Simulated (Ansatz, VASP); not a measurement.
# Sb in VASP and in Ansatz

```
Sb
1.0
     2.14341    1.23750    3.73148
    -2.14341    1.23750    3.73148
     0.00000   -2.47499    3.73148
Sb
2
Direct
  0.23364 0.23364 0.23364
  0.76636 0.76636 0.76636
```

Change from the starting cell: volume scaled by 0.99, crystal datasets.

Alike in both runs: task electric field gradients; functional LDA; k mesh 12 × 12 × 12; occupations fermi-dirac, width 0.03 eV; no spin polarisation.

|  | VASP | Ansatz |
| --- | --- | --- |
| version | VASP 6.6.1 | Ansatz 0.2.0 |
| potentials or method | VASP PAW LDA potentials, release 64 (Sb), cutoff 520 eV | all-electron PAW with datasets made for the crystal, scalar-relativistic |

```tsv
	VASP	Ansatz	Ansatz less VASP
pressure (GPa)	0.0	-0.2	-0.28
traceless stress, the component that is largest in VASP (GPa)	-0.42	-0.35	+0.076
rms of the force components (eV/Å)	0.111	0.070	-0.0410
size of Vzz on the site where it differs most (V/Å²)	43.0	47.0	+3.95
```

LDA's correlation is that of Perdew and Zunger in VASP and of Perdew and Wang (1992) in Ansatz. Atom by atom the forces differ by 0.041 eV/Å (rms over components). Ansatz ran all-electron here, and VASP with PAW potentials.

Spin-orbit coupling is off throughout.
